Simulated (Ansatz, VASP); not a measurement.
# Two plane-wave programs on Cl

```
Cl
1.0
     2.87485    0.00000    0.00000
     0.00000    2.87485    0.00000
     0.00000    0.00000    2.87485
Cl
1
Cartesian
  0.0000 0.0000 0.0000
```

Alike in both runs: task relaxation of cell and atoms; functional LDA; k mesh 15 × 15 × 15; occupations fermi-dirac, width 0.08 eV; no spin polarisation.

|  | VASP | Ansatz |
| --- | --- | --- |
| version | VASP 6.6.1 | Ansatz 0.2.0 |
| potentials or method | VASP PAW LDA potentials, release 64 (Cl) | PAW with Ansatz's default frozen-core files, scalar-relativistic |
| plane-wave cutoff (eV) | 600 | 420 |
| valence electrons in the cell | 7 | 7 |

Ansatz gave:

| Item | Value |
| --- | --- |
| relaxed volume (Å³/atom) | 20.70 |
| relaxed length of the cell vector where the two differ most in proportion (Å) | 2.746 |

**Question.** Estimate VASP's values.

**Answer.** Relaxed volume (Å³/atom): 20.71; relaxed length of the cell vector where the two differ most in proportion (Å): 2.746.

LDA's correlation is that of Perdew and Zunger in VASP and of Perdew and Wang (1992) in Ansatz.
